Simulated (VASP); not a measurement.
A run of VASP 6.6.1 is set up as follows.

INCAR

```
ALGO = Normal
EDIFF = 1E-6
ENCUT = 520
GGA = PE
ISIF = 2
ISMEAR = 0
IVDW = 12
LASPH = True
LCHARG = False
LREAL = False
LWAVE = False
NBANDS = 21
NELM = 80
PREC = Accurate
SIGMA = 0.02
```

Contents of KPOINTS:

```
k-points
0
Gamma
  12 12 4
```

The input POSCAR:

```
BN
1.0
    2.5061138137      0.0000000000      0.0000000000
   -1.2530569069      2.1703582275      0.0000000000
    0.0000000000      0.0000000000     10.0823443066
B N
3 3
Direct
    0.0000000000      0.0000000000      0.0003436670
    0.6666666667      0.3333333333      0.3336770004
    0.3333333333      0.6666666667      0.6670103337
    0.6666666667      0.3333333333      0.0005566663
    0.3333333333      0.6666666667      0.3338899996
    0.0000000000      0.0000000000      0.6672233330
```

Potentials or basis: VASP PAW PBE potentials, release 64 (B, N).

Command:

```console
$ cat potpaw_PBE.64/B/POTCAR potpaw_PBE.64/N/POTCAR > POTCAR
$ mpirun -np 1 vasp_std > vasp.out
```

Problem. Estimate the pressure.

Solution. -0.1 GPa.

Problem. Estimate the dispersion energy per atom.

Solution. -0.139 eV.

Problem. Estimate the band gap on the k mesh.

Solution. 4.27 eV.

Stress tensor (GPa, compression positive):
```
 0.24  0.00  0.00
 0.00  0.24  0.00
 0.00  0.00 -0.65
```

Caveat: the cell differs from its parent crystal (strain along c alone, the other axes held: +2.0 %, then relaxed in part). A k mesh can miss the band edges.
